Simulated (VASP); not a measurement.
Set up this calculation in VASP 6.6.1, as the native input.

```yaml
Task: single point
Functional: PBEsol
Potentials_or_basis: VASP PAW PBE potentials, release 64 (Al, Ni)
Cutoff: 520 eV
k_mesh: 8 × 8 × 10
Occupations: gaussian, width 0.15 eV
Spin: no spin polarisation
Dipole_correction: no
Further_INCAR_settings: ALGO = Fast; EDIFF = 1e-07; NBANDS = 40
```

The structure of Al3Ni5 lies in POSCAR:

```
Al3Ni5
1.0
    3.2109989665     -3.5996391596      0.0000000000
    3.2109989665      3.5996391596      0.0000000000
    0.0000000000      0.0000000000      3.7203545688
Al Ni
3 5
Direct
    0.5000000000      0.5000000000      0.0000000000
    0.7796888788      0.2203111212      0.5000000000
    0.2203111212      0.7796888788      0.5000000000
    0.0000000000      0.0000000000      0.0000000000
    0.0000000000      0.5000000000      0.0000000000
    0.5000000000      0.0000000000      0.0000000000
    0.2762373070      0.2762373070      0.5000000000
    0.7237626930      0.7237626930      0.5000000000
```

This cell differs from its parent crystal: strain -0.025 along x and y, +0.000 along z.

The input as run:

INCAR

```
SYSTEM = Al3Ni5
PREC = Accurate ; ENCUT = 520
EDIFF = 1E-7 ; ISMEAR = 0
SIGMA = 0.15 ; LREAL = .FALSE.
LASPH = .TRUE. ; NELM = 80
ALGO = Fast ; ISIF = 2
LWAVE = .FALSE. ; LCHARG = .FALSE.
GGA = PS ; NBANDS = 40
```

KPOINTS

```
Automatic mesh
0
G
  8 8 10
  0 0 0
```

Potentials or basis: VASP PAW PBE potentials, release 64 (Al, Ni).

Launch:

```bash
$ cat potpaw_PBE.64/Al/POTCAR potpaw_PBE.64/Ni/POTCAR > POTCAR
$ mpirun -np 1 vasp_std > vasp.out
```

It gave:

```json
{
 "Pressure": "10.8 GPa",
 "Largest force": "0.123 eV/Å"
}
```

Caveat: the cell differs from its parent crystal (strain -0.025 along x and y, +0.000 along z); the PAW data sets were made with another functional, which shifts forces and pressure a little.

Run time: 6.9 min on 1 thread of Intel Xeon 6975P-C (shared host), peak memory 0.42 GiB.
